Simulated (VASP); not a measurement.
# Fe (Im-3m) in VASP: notebook

Runs on Fe. Level: PBE. Tasks: single point.

All numbers are computed with VASP 6.6.1; they aren't measurements. Logs are shortened: lines on timing, memory, paths and dates and some standing lists are left out, and cuts for length are marked.

## (1) The cell of the first run

It takes space group Im-3m (No. 229, cubic). The conventional cell has a = 2.703 Å, b = 2.703 Å, c = 2.703 Å, α = 90.00°, β = 90.00°, γ = 90.00°. Within 3.1 Å of Fe (site symmetry m-3m) lie 14 Fe at 2.34 to 2.70 Å.

## (2) Single point, PBE

The input, INCAR:

```
PREC     = Accurate       # precision mode
ENCUT    = 520            # plane-wave cutoff, eV
EDIFF    = 1E-7           # SCF threshold, eV
ISMEAR   = -1             # smearing method
SIGMA    = 0.06122561905347299 # smearing width, eV
LREAL    = False          # projectors in reciprocal space
LASPH    = True           # aspherical terms in the spheres
NELM     = 80             # most SCF steps
ALGO     = Normal         # electronic algorithm
ISIF     = 2              # what is computed and relaxed
LWAVE    = False          # write WAVECAR
LCHARG   = False          # write CHGCAR
GGA      = PE             # functional
NBANDS   = 10             # bands
```

The input, KPOINTS:

```
Automatic mesh
0
Gamma
  19 19 19
```

The input, POSCAR:

```
Fe
1.0
   -1.3515774847      1.3515774847      1.3515774847
    1.3515774847     -1.3515774847      1.3515774847
    1.3515774847      1.3515774847     -1.3515774847
Fe
1
Direct
    0.0000000000      0.0000000000      0.0000000000
```

Potentials or basis: VASP PAW PBE potentials, release 64 (Fe).

On the command line:

```sh
> cat potpaw_PBE.64/Fe/POTCAR > POTCAR
> mpirun -np 1 vasp_std > vasp.out
```

OUTCAR:

```text
PREC = Accurate
   ENCUT = 520
   EDIFF = 1E-7
   ISMEAR = -1
   LREAL = False
   LASPH = True
   NELM = 80
   ISIF = 2
   GGA = PE

 ion  position               nearest neighbor table
   1  0.000  0.000  0.000-

  LATTYP: Found a body centered cubic cell.
 ALAT       =     2.7031549694

  Lattice vectors:

 A1 = (  -1.3515774847,   1.3515774847,   1.3515774847)
 A2 = (   1.3515774847,  -1.3515774847,   1.3515774847)
 A3 = (   1.3515774847,   1.3515774847,  -1.3515774847)

Analysis of symmetry for initial positions (statically):
=====================================================================
 Subroutine PRICEL returns:
 Original cell was already a primitive cell.

 Routine SETGRP: Setting up the symmetry group for a
 body centered cubic supercell.

 Subroutine GETGRP returns: Found 48 space group operations
 (whereof 48 operations were pure point group operations)
 out of a pool of 48 trial point group operations.

The static configuration has the point symmetry O_h .

Analysis of symmetry for dynamics (positions and initial velocities):
=====================================================================
 Subroutine PRICEL returns:
 Original cell was already a primitive cell.

 Routine SETGRP: Setting up the symmetry group for a
 body centered cubic supercell.

 Subroutine GETGRP returns: Found 48 space group operations
 (whereof 48 operations were pure point group operations)
 out of a pool of 48 trial point group operations.

The dynamic configuration has the point symmetry O_h .

 Subroutine INISYM returns: Found 48 space group operations
 (whereof 48 operations are pure point group operations),
 and found     1 'primitive' translations

----------------------------------------------------------------------------------------

                                     Primitive cell

  volume of cell :       9.8760

  direct lattice vectors                    reciprocal lattice vectors
    -1.351577485  1.351577485  1.351577485     0.000000000  0.369938095  0.369938095
     1.351577485 -1.351577485  1.351577485     0.369938095  0.000000000  0.369938095
     1.351577485  1.351577485 -1.351577485     0.369938095  0.369938095  0.000000000

  length of vectors
     2.341000874  2.341000874  2.341000874     0.523171471  0.523171471  0.523171471

  position of ions in fractional coordinates (direct lattice)
     0.000000000  0.000000000  0.000000000

  ion indices of the primitive-cell ions
   primitive index   ion index
                 1           1

----------------------------------------------------------------------------------------

 KPOINTS: Automatic mesh

Automatic generation of k-mesh.
 Grid dimensions read from file:
 generate k-points for:   19   19   19

 Generating k-lattice:

  Cartesian coordinates                     Fractional coordinates (reciprocal lattice)
     0.000000000  0.019470426  0.019470426     0.052631579  0.000000000  0.000000000
     0.019470426  0.000000000  0.019470426     0.000000000  0.052631579  0.000000000
     0.019470426  0.019470426  0.000000000     0.000000000  0.000000000  0.052631579

  Length of vectors
     0.027535341  0.027535341  0.027535341

  Shift w.r.t. Gamma in fractional coordinates (k-lattice)
     0.000000000  0.000000000  0.000000000

 Subroutine IBZKPT returns following result:
 ===========================================

 Found    220 irreducible k-points:

 Following reciprocal coordinates:
            Coordinates               Weight
  0.000000  0.000000  0.000000      1.000000
  0.052632  0.000000  0.000000     12.000000
  0.105263  0.000000  0.000000     12.000000
  0.157895  0.000000  0.000000     12.000000
  0.210526  0.000000  0.000000     12.000000
  0.263158  0.000000  0.000000     12.000000
[... 16 lines left out ...]
  0.263158  0.105263  0.000000     48.000000
  0.315789  0.105263 -0.000000     48.000000
 [... further k-points ...]
   k-points           NKPTS =    220   k-points in BZ     NKDIM =    220   number of bands    NBANDS=     10
   number of dos      NEDOS =    301   number of ions     NIONS =      1
   total plane-waves  NPLWV =   5832
   dimension x,y,z NGX =    18 NGY =   18 NGZ =   18
   dimension x,y,z NGXF=    36 NGYF=   36 NGZF=   36
   ions per type =               1
   NGX,Y,Z   is equivalent  to a cutoff of  12.78, 12.78, 12.78 a.u.
   NGXF,Y,Z  is equivalent  to a cutoff of  25.57, 25.57, 25.57 a.u.
 SYSTEM =  unknown system
   PREC   = accura    normal or accurate (medium, high low for compatibility)
   ISTART =      0    job   : 0-new  1-cont  2-samecut
   ICHARG =      2    charge: 1-file 2-atom 10-const
   ISPIN  =      1    spin polarized calculation?
   LNONCOLLINEAR =      F non collinear calculations
   LSORBIT =      F    spin-orbit coupling
   LASPH  =      T    aspherical Exc in radial PAW
   ENCUT  =  520.0 eV  38.22 Ry    6.18 a.u.   4.35  4.35  4.35*2*pi/ulx,y,z
   NELM   =     80;   NELMIN=  2; NELMDL= -5     # of ELM steps
   EDIFF  = 0.1E-06   stopping-criterion for ELM
   LREAL  =      F    real-space projection
   EDIFFG = 0.1E-05   stopping-criterion for IOM
   NSW    =      0    number of steps for IOM
   IBRION =     -1    ionic relax: 0-MD 1-quasi-New 2-CG
   NFREE  =      0    steps in history (QN), initial steepest desc. (CG)
   ISIF   =      2    stress and relaxation
   ISYM   =      2    0-nonsym 1-usesym 2-fastsym
   POTIM  = 0.5000    time-step for ionic-motion
   TEBEG  =    0.0;   TEEND  =   0.0 temperature during run
   PSTRESS=    0.0 pullay stress
   NELECT =       8.0000    total number of electrons
   NUPDOWN=      -1.0000    fix difference up-down
   EMIN   =  10.00;   EMAX   =-10.00  energy-range for DOS
   EFERMI =   0.00;   METHOD = LEGACY
   ISMEAR =    -1;   SIGMA  =   0.06  broadening in eV -4-tet -1-fermi 0-gaus
   EFERMI_NEDOS =   21; number of points for ismear=-14 and -15
   IALGO  =     38    algorithm
   IMIX   =      4    mixing-type and parameters
     AMIX     =   0.40;   BMIX     =  1.00
     AMIX_MAG =   1.60;   BMIX_MAG =  1.00
  volume/ion in A,a.u.               =       9.88        66.65
  Fermi-wavevector in a.u.,A,eV,Ry     =   1.526080  2.883872 31.686870  2.328919
  Thomas-Fermi vector in A             =   2.634162
   LORBIT       =      0    0 simple, 1 ext, 2 COOP (PROOUT), +10 PAW based schemes
   GGA     = PE    functional components
   LHFCALC =     F    Hartree Fock is set to
   AEXX    =    0.0000 exact exchange contribution
   IVDW    =     0    specifies the selected vdW correction
   LEPSILON=     F    determine dielectric tensor
   LRPA    =     F    only Hartree local field effects (RPA)
 non-spin polarized calculation
  energy-cutoff  :      520.00
  volume of cell :        9.88
 maximum number of plane-waves:       276
 NGX is ok and might be reduce to    18
   NGX =  9   NGY =  9   NGZ =  9

 number of electron       8.0000001 magnetization

 Free energy of the ion-electron system (eV)
  ---------------------------------------------------
  ext. energy  EPLUGINS =         0.00000000
  ---------------------------------------------------
  free energy    TOTEN  =        -7.75196313 eV

  energy without entropy =       -7.71458331  energy(sigma->0) =       -7.73327322

 E-fermi :   7.4369     XC(G=0): -13.9706

 val. band max:        7.4360186815   @ k =   0.3684   0.2632   0.0000
 cond. band min:       7.4414068145   @ k =   0.2105   0.0000   0.0000
 fundamental gap:      0.0053881330
 Fermi energy:         7.4369395157

 k-point     1 :       0.0000    0.0000    0.0000
  band No.  band energies     occupation
      1      -1.8239      2.00000
      2       5.4807      2.00000
      3       5.4807      2.00000
      4       5.4807      2.00000
      5       7.3744      1.47043
      6       7.3744      1.47042
      7      33.6989      0.00000
      8      33.6989      0.00000
      9      33.6989      0.00000
     10      39.9273      0.00000

 k-point     2 :       0.0526    0.0000    0.0000
  band No.  band energies     occupation
      1      -1.6949      2.00000
      2       5.4386      2.00000
      3       5.4759      2.00000
      4       5.5586      2.00000
      5       7.3292      1.70653
      6       7.3778      1.44882
      7      33.0284      0.00000
      8      33.5679      0.00000
      9      33.6775      0.00000
     10      39.5548      0.00000

 k-point     3 :       0.1053    0.0000    0.0000
  band No.  band energies     occupation
      1      -1.3159      2.00000
      2       5.3182      2.00000
      3       5.4513      2.00000
      4       5.7874      2.00000
      5       7.2186      1.94505
      6       7.3887      1.37462
      7      31.4016      0.00000
      8      33.0852      0.00000
      9      33.6210      0.00000
     10      39.1272      0.00000

 k-point     4 :       0.1579    0.0000    0.0000
  band No.  band energies     occupation
      1      -0.7130      2.00000
      2       5.1356      2.00000
      3       5.3859      2.00000
      4       6.1517      2.00000
      5       7.1075      1.99083
      6       7.4093      1.22172
      7      29.2799      0.00000
      8      32.1843      0.00000
      9      33.5459      0.00000
     10      37.8632      0.00000

 k-point     5 :       0.2105    0.0000    0.0000
  band No.  band energies     occupation
      1       0.0587      2.00000
      2       4.9142      2.00000
      3       5.2883      2.00000
      4       6.6256      2.00000
      5       7.0607      1.99572
      6       7.4414      0.96353
      7      26.9077      0.00000
      8      31.0317      0.00000
      9      33.4684      0.00000
     10      36.0161      0.00000

 k-point     6 :       0.2632    0.0000    0.0000
  band No.  band energies     occupation
      1       0.8913      2.00000
      2       4.6801      2.00000
      3       5.2569      2.00000
      4       7.0953      1.99249
      5       7.1706      1.97451
      6       7.4846      0.62898
      7      24.4475      0.00000
      8      29.8488      0.00000
      9      33.3989      0.00000
     10      34.3145      0.00000
[... 183 lines left out ...]
 k-point    21 :       0.1579    0.1053    0.0000
  band No.  band energies     occupation
      1       0.3884      2.00000
      2       4.9217      2.00000
      3       5.0574      2.00000
      4       6.9237      1.99954
      5       6.9579      1.99920
      6       7.5405      0.31116
      7      26.9387      0.00000
      8      28.9042      0.00000
      9      33.9896      0.00000
     10      34.6577      0.00000

 k-point    22 :       0.2105    0.1053   -0.0000
  band No.  band energies     occupation
      1       1.2061      2.00000
      2       4.6877      2.00000
      3       4.9770      2.00000
      4       6.9710      1.99901
      5       7.4882      0.60437
      6       7.6589      0.05189
      7      24.6009      0.00000
      8      27.8001      0.00000
      9      32.5182      0.00000
     10      34.6612      0.00000

 k-point    23 :       0.2632    0.1053    0.0000
  band No.  band energies     occupation
      1       1.9048      2.00000
      2       4.4711      2.00000
      3       5.0936      2.00000
      4       7.0681      1.99517
      5       7.6474      0.06230
      6       8.2345      0.00000
      7      22.2076      0.00000
      8      26.8814      0.00000
      9      31.2320      0.00000
     10      34.6424      0.00000

 k-point    24 :       0.3158    0.1053   -0.0000
  band No.  band energies     occupation
      1       2.2915      2.00000
      2       4.2977      2.00000
      3       5.5196      2.00000
      4       7.1963      1.96146
      5       7.7379      0.01455
      6       8.9368      0.00000
      7      19.9488      0.00000
      8      26.1454      0.00000
      9      30.1958      0.00000
     10      34.6118      0.00000

 [... further k-points ...]
[... 5 lines left out ...]
  --------------------------------------------------------------------------------------
  -------------------------------------------------------------------------------------
  Total        1.1232552      1.1232552      1.1232552      0.0000000     -0.0000000     -0.0000000
  in kB      182.2242594    182.2242594    182.2242594      0.0000000     -0.0000000     -0.0000000
  external PRESSURE =     182.2242594 kB  Pullay stress =       0.0000000 kB

 VOLUME and BASIS-vectors are now :
 -----------------------------------------------------------------------------
  energy-cutoff  :      520.00
  volume of cell :        9.88
      direct lattice vectors                 reciprocal lattice vectors
    -1.351577485  1.351577485  1.351577485     0.000000000  0.369938095  0.369938095
     1.351577485 -1.351577485  1.351577485     0.369938095  0.000000000  0.369938095
     1.351577485  1.351577485 -1.351577485     0.369938095  0.369938095  0.000000000

 POSITION                                       TOTAL-FORCE (eV/Angst)
 -----------------------------------------------------------------------------------
      0.00000      0.00000      0.00000         0.000000     -0.000000     -0.000000
 -----------------------------------------------------------------------------------
    total drift:                                0.000000      0.000000     -0.000000

  FREE ENERGIE OF THE ION-ELECTRON SYSTEM (eV)
  ---------------------------------------------------
  free  energy   TOTEN  =        -7.7519631311 eV

  energy  without entropy=       -7.7145833133  energy(sigma->0) =       -7.73327322
```

Wall time 22 s (1 thread of Intel Xeon Platinum 8259CL at 2.50GHz (Skylake/Cascade Lake), shared host); peak memory 0.14 GiB.

What came out:

```yaml
Free_energy: -7.7520 eV
Pressure: 18.2 GPa
Band_gap_on_the_k_mesh: zero (band 4 reaches 8.50 eV, above the bottom of band 5 at 6.17 eV)
```

Caveat: the run has no spin polarisation, though such a crystal can be magnetic.

## (3) Single point, PBE

This run uses another cell than the first one, of 10.09 Å³/atom, 1.021 times its volume.

The input, INCAR:

```
  PREC = Accurate
  ENCUT = 520
  EDIFF = 1E-6
  ISMEAR = -1
  SIGMA = 0.06122561905347299
  LREAL = F
  LASPH = T
  NELM = 100
  ALGO = Normal
  ISIF = 2
  LWAVE = F
  LCHARG = T
  GGA = PE
  LELF = T
  LVHAR = T
  NBANDS = 10
```

KPOINTS is that of step 2.

The input, POSCAR:

```
Fe
1.0
   -1.3610959496      1.3610959496      1.3610959496
    1.3610959496     -1.3610959496      1.3610959496
    1.3610959496      1.3610959496     -1.3610959496
Fe
1
Direct
    0.0000000000      0.0000000000      0.0000000000
```

Potentials or basis: VASP PAW PBE potentials, release 64 (Fe).

On the command line:

```sh
> cat potpaw_PBE.64/Fe/POTCAR > POTCAR
> mpirun -np 1 vasp_std > vasp.out
```

Wall time 34 s (1 thread of Intel Xeon Platinum 8259CL at 2.50GHz (Skylake/Cascade Lake), shared host); peak memory 0.13 GiB.

It converged, with:

```yaml
Free_energy: -7.7712 eV
Pressure: 11.2 GPa
Band_gap_on_the_k_mesh: zero (band 4 reaches 8.22 eV, above the bottom of band 5 at 5.97 eV)
```

Levels at points of the mesh, in eV from the Fermi level:
```
           k point  band 1  band 2  band 3  band 4  band 5  band 6  band 7  band 8
(0.00, 0.00, 0.00)   -9.13   -1.90   -1.90   -1.90   -0.06   -0.06   26.05   26.05
```

Caveat: the run has no spin polarisation, though such a crystal can be magnetic. Spin polarisation is off, so any magnetic state and its effect on volume and gap are missing.

[end of part 1 of 2]
